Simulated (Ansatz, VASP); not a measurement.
## One calculation of Mo, two programs

```xyz
1
Lattice="-1.5498 1.5498 1.5498 1.5498 -1.5498 1.5498 1.5498 1.5498 -1.5498" Properties=species:S:1:pos:R:3 pbc="T T T"
Mo    0.0000    0.0000    0.0000
```

Change from the starting cell: volume scaled by 0.96.

Alike in both runs: task single point; functional PBE; k mesh 16 × 16 × 16; occupations fermi-dirac, width 0.05 eV; no spin polarisation.

|  | VASP | Ansatz |
| --- | --- | --- |
| version | VASP 6.6.1 | Ansatz 0.2.0 |
| potentials or method | VASP PAW PBE potentials, release 64 (Mo_sv), cutoff 520 eV | all-electron LAPW, scalar-relativistic |

Ansatz gave:

- pressure (GPa): 17.0

Q: Which values does VASP return?

A: Pressure (GPa): 17.7.

Ansatz ran all-electron here, and VASP with PAW potentials.
